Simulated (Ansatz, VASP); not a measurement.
Two plane-wave programs on Al

```
Al
1.0
     4.01445    0.00000    0.00000
     0.00000    2.83865    0.00000
     0.00000    0.00000   37.28985
Al
16
Direct
  0.50000 0.50000 0.21454
  0.00000 0.00000 0.25260
  0.50000 0.50000 0.29066
  0.00000 0.00000 0.32872
  0.50000 0.50000 0.36678
  0.00000 0.00000 0.40485
  0.50000 0.50000 0.44291
  0.00000 0.00000 0.48097
  0.50000 0.50000 0.51903
  0.00000 0.00000 0.55709
  0.50000 0.50000 0.59515
  0.00000 0.00000 0.63322
  0.50000 0.50000 0.67128
  0.00000 0.00000 0.70934
  0.50000 0.50000 0.74740
  0.00000 0.00000 0.78546
```

Alike in both runs: task single point; functional PBEsol; k mesh 8 × 12 × 1; no spin polarisation.

|  | VASP | Ansatz |
| --- | --- | --- |
| version | VASP 6.6.1 | Ansatz 0.2.0 |
| potentials or method | VASP PAW PBE potentials, release 64 (Al) | plane-wave PAW, scalar-relativistic |
| plane-wave cutoff (eV) | 520 | 420 |
| occupations | methfessel-paxton of order 1, width 0.1 eV | cold, width 0.1 eV |
| valence electrons in the cell | 48 | 48 |

|  | VASP | Ansatz | Ansatz less VASP |
| --- | --- | --- | --- |
| rms of the force components (eV/Å) | 0.071 | 0.071 | +0.0002 |

VASP's potentials were made for PBE, not for PBEsol, and Ansatz warns of the same on its side. Atom by atom the forces differ by 0.003 eV/Å (rms over components).
